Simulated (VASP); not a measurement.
Set up this calculation in VASP 6.6.1, as the native input.

```yaml
Task: single point
Functional: BLYP
Potentials_or_basis: VASP PAW PBE potentials, release 64 (Sb)
Cutoff: 520 eV
k_mesh: 4 × 4 × 4
Occupations: fermi-dirac, width 0.05 eV
Spin: no spin polarisation
Dipole_correction: no
Further_INCAR_settings: ALGO = Normal; EDIFF = 1e-07; NBANDS = 12
```

The structure of Sb lies in POSCAR:

```
Sb
1.0
    2.1542000000      1.2437279499      3.7580000000
   -2.1542000000      1.2437279499      3.7580000000
    0.0000000000     -2.4874558998      3.7580000000
Sb
2
Direct
    0.7665100000      0.7665100000      0.7665100000
    0.2334900000      0.2334900000      0.2334900000
```

One way to write it, as run:

INCAR

```
PREC = Accurate ; ENCUT = 520
EDIFF = 1E-7 ; ISMEAR = -1
SIGMA = 0.05 ; LREAL = F
LASPH = T ; NELM = 100
ALGO = Normal ; ISIF = 2
LWAVE = F ; LCHARG = T
GGA = B5 ; ALDAX = 1.0
AGGAX = 1.0 ; AGGAC = 1.0
ALDAC = 0.0 ; LELF = T
LVHAR = T ; NBANDS = 12
```

KPOINTS

```
regular mesh
0
Gamma
  4 4 4
```

Potentials or basis: VASP PAW PBE potentials, release 64 (Sb).

The run is started by

```sh
$ cat potpaw_PBE.64/Sb/POTCAR > POTCAR
$ mpirun -np 1 vasp_std > vasp.out
```

It gave:

```json
{
  "Pressure": "7.2 GPa",
  "Largest force": "0.017 eV/Å",
  "Band gap on the k mesh": "0.18 eV, direct"
}
```

Caveat: the k points lie up to 0.44 Å⁻¹ apart; the PAW data sets were made with another functional, which shifts forces and pressure a little; spin-orbit coupling is left out, which moves the levels of the heavy elements.

Run time: 44 s on 1 thread of AMD EPYC 7R43 64-Core Processor (Zen 3), on a shared host, peak memory 0.15 GiB.
